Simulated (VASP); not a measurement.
# CuO in VASP: settings compared, part 2 of 2

VASP 6.6.1. Earlier steps stand in the parts before.

## (3) Single point, PBE

This run uses another cell than the first one, of 10.16 Å³/atom.

The input, INCAR:

```
PREC = Accurate
ENCUT = 520
EDIFF = 1E-7
ISMEAR = 0
SIGMA = 0.1
LREAL = False
LASPH = True
NELM = 80
ALGO = Normal
ISIF = 2
LWAVE = False
LCHARG = False
GGA = PE
NBANDS = 25
```

The input, KPOINTS:

```
regular mesh
0
Gamma
  10 10 6
```

The input, POSCAR:

```
CuO
1.0
    2.3446500000     -1.7134000000      0.0000000000
    2.3446500000      1.7134000000      0.0000000000
   -0.8605500000      0.0000000000      5.0594400000
Cu O
2 2
Direct
    0.0032000000      0.4968000000      0.0000000000
    0.4968000000      0.0032000000      0.5000000000
    0.5714000000      0.4056000000      0.2537000000
    0.4056000000      0.5714000000      0.7537000000
```

Potentials or basis: VASP PAW PBE potentials, release 64 (Cu, O).

Command:

```
$ cat potpaw_PBE.64/Cu/POTCAR potpaw_PBE.64/O/POTCAR > POTCAR
$ mpirun -np 1 vasp_std > vasp.out
```

OUTCAR:

```text
PREC = Accurate
   ENCUT = 520
   EDIFF = 1E-7
   ISMEAR = 0
   LREAL = False
   LASPH = True
   NELM = 80
   ISIF = 2
   GGA = PE

 ion  position               nearest neighbor table
   1  0.003  0.497  0.000-   4 1.91   3 1.93   4 1.98   3 2.02
   2  0.497  0.003  0.500-   3 1.91   4 1.93   3 1.98   4 2.02
   3  0.571  0.406  0.254-   2 1.91   1 1.93   2 1.98   1 2.02
   4  0.406  0.571  0.754-   1 1.91   2 1.93   1 1.98   2 2.02

  LATTYP: Found a base centered monoclinic cell.
[... 875 lines left out ...]
  FORCE on cell =-STRESS in cart. coord.  units (eV):
  Direction    XX          YY          ZZ          XY          YZ          ZX
  --------------------------------------------------------------------------------------
  -------------------------------------------------------------------------------------
  Total        1.5982506      1.7503691      1.4964204      0.0000000      0.0000000     -0.4598125
  in kB       62.9921198     68.9875936     58.9786698      0.0000000      0.0000000    -18.1226663
  external PRESSURE =      63.6527944 kB  Pullay stress =       0.0000000 kB

 VOLUME and BASIS-vectors are now :
 -----------------------------------------------------------------------------
  energy-cutoff  :      520.00
  volume of cell :       40.65
      direct lattice vectors                 reciprocal lattice vectors
     2.344650000 -1.713400000  0.000000000     0.213251445 -0.291817439  0.036271510
     2.344650000  1.713400000  0.000000000     0.213251445  0.291817439  0.036271510
    -0.860550000  0.000000000  5.059440000     0.000000000  0.000000000  0.197650333

 POSITION                                       TOTAL-FORCE (eV/Angst)
 -----------------------------------------------------------------------------------
      1.17233      0.84573      0.00000        -0.648267      0.363912      0.255340
      0.74205     -0.84573      2.52972        -0.648267     -0.363912      0.255340
      2.07240     -0.28408      1.28358         0.648267      0.269032     -0.255340
      1.64213      0.28408      3.81330         0.648267     -0.269032     -0.255340
 -----------------------------------------------------------------------------------
    total drift:                               -0.000165      0.000000     -0.000514

  FREE ENERGIE OF THE ION-ELECTRON SYSTEM (eV)
  ---------------------------------------------------
  free  energy   TOTEN  =       -19.4856502275 eV

  energy  without entropy=      -19.4739494763  energy(sigma->0) =      -19.47979985
```

stdout:

```text
POSCAR found type information on POSCAR CuO
 POSCAR found :  2 types and       4 ions
 scaLAPACK will be used
 LDA part: xc-table for (Slater+PW92), standard interpolation
 POSCAR, INCAR and KPOINTS ok, starting setup
 FFT: planning ... GRIDC
 FFT: planning ... GRID_SOFT
 FFT: planning ... GRID
 WAVECAR not read
 entering main loop
```

It took 75 s on 1 thread of Intel Xeon 6975P-C (Granite Rapids), shared host; peak memory 0.26 GiB.

Results:

```
Free energy            : -19.4857 eV
Pressure               : 6.4 GPa
Largest force          : 0.786 eV/Å
Band gap on the k mesh : zero (bands 17 and 18 overlap by 0.70 eV)
```

Forces on the atoms (eV/Å):
```
Cu  -0.648  0.364  0.255
Cu  -0.648 -0.364  0.255
O    0.648  0.269 -0.255
O    0.648 -0.269 -0.255
```

Caveat: the cell stands under pressure; semilocal functionals often make such compounds metallic where correlation or magnetic order opens a gap, which also shifts bond lengths. With open d or f shells a metallic result of PBE can be an artefact of self-interaction; +U or a hybrid may open a gap.

## (4) Single point, PBE+U

This run uses another cell than the first one, of 10.16 Å³/atom.

The input, INCAR:

```
SYSTEM = CuO
PREC     = Accurate       ! precision mode
ENCUT    = 520            ! plane-wave cutoff, eV
EDIFF    = 1E-7           ! SCF threshold, eV
ISMEAR   = 0              ! smearing method
SIGMA    = 0.05           ! smearing width, eV
LREAL    = .False.        ! projectors in reciprocal space
LASPH    = .True.         ! aspherical terms in the spheres
NELM     = 150            ! most SCF steps
ALGO     = Normal         ! electronic algorithm
ISIF     = 2              ! what is computed and relaxed
LWAVE    = .False.        ! write WAVECAR
LCHARG   = .False.        ! write CHGCAR
LMAXMIX  = 4              ! l up to which the mixer works
LDAU     = .True.         ! DFT+U
LDAUTYPE = 2            
LDAUL    = 2 -1           ! shell
LDAUU    = 4 0            ! U, eV
LDAUJ    = 0 0          
LDAUPRINT= 1            
GGA      = PE             ! functional
NBANDS   = 25             ! bands
```

The input, KPOINTS:

```
regular mesh
0
Gamma
  16 16 8
  0 0 0
```

POSCAR is that of step 3.

Command:

```
$ cat potpaw_PBE.64/Cu/POTCAR potpaw_PBE.64/O/POTCAR > POTCAR
$ mpirun -np 1 vasp_std > vasp.out
```

Run time: 14 min. Hardware: 1 thread of Oxide Virtual Turin-like, shared host; peak memory 0.51 GiB.

It converged, with:

* Free energy: -16.8091 eV
* Pressure: 3.4 GPa
* Largest force: 0.725 eV/Å
* Band gap on the k mesh: zero (bands 17 and 18 overlap by 0.79 eV)

Forces on the atoms (eV/Å):
```
Cu  -0.600  0.330  0.237
Cu  -0.600 -0.330  0.237
O    0.600  0.233 -0.237
O    0.600 -0.233 -0.237
```

Stress tensor (GPa, compression positive):
```
 3.49  0.00 -1.23
 0.00  4.09  0.00
-1.23  0.00  2.50
```

Levels at points of the mesh, in eV from the Fermi level:
```csv
k point,band 15,band 16,band 17,band 18,band 19,band 20
"(0.00, 0.00, 0.00)",-2.30,-2.28,0.23,0.94,1.90,6.47
"(0.50, 0.00, 0.00)",-2.01,-1.73,0.02,0.34,5.34,6.75
"(0.50, 0.50, 0.00)",-1.93,-1.84,-0.92,1.11,3.84,7.44
"(0.00, 0.00, 0.50)",-1.74,-1.74,0.31,0.31,4.16,4.16
"(0.50, 0.00, 0.50)",-2.36,-2.24,-0.18,0.74,5.56,6.85
"(0.50, 0.50, 0.50)",-1.76,-1.76,-0.41,-0.41,5.62,5.62
```

Eigenvalues of the final occupation matrices:
```
    site  spin  trace               eigenvalues
site 1 d     1   4.64  0.79 0.95 0.96 0.97 0.97
site 1 d     2   4.64  0.79 0.95 0.96 0.97 0.97
site 2 d     1   4.64  0.79 0.95 0.96 0.97 0.97
site 2 d     2   4.64  0.79 0.95 0.96 0.97 0.97
```

Caveat: the cell stands under pressure; U without spin polarisation on a metal has little footing.

## (5) Summary

```csv
level,U,cell,k mesh,smearing,gap on the mesh (eV),pressure (GPa),largest force (eV/Å)
PBE,-,"a = 2.899, b = 2.866, c = 5.156 Å, angles 98.1, 98.6, 72.1°, 4 atoms, atomic positions A",8 × 8 × 4,gaussian 0.1 eV,none,7.9,0.79
PBE,-,"a = 2.904, b = 2.904, c = 5.132 Å, angles 97.8, 97.8, 72.3°, 4 atoms, atomic positions B",10 × 10 × 6,gaussian 0.1 eV,none,6.4,0.79
PBE+U,Cu d U = 4.0 eV,"a = 2.904, b = 2.904, c = 5.132 Å, angles 97.8, 97.8, 72.3°, 4 atoms, atomic positions B",16 × 16 × 8,gaussian 0.05 eV,none,3.4,0.73
```

Alike in all rows: task single point; potentials or basis VASP PAW PBE potentials, release 64 (Cu, O); no spin polarisation; cutoff (eV) 520.

Caveats: the cell stands under pressure; semilocal functionals often make such compounds metallic where correlation or magnetic order opens a gap, which also shifts bond lengths (at least some runs); U without spin polarisation on a metal has little footing (at least some runs).

Total energies depend on the potentials used, so only differences within one code and one set of settings carry meaning.
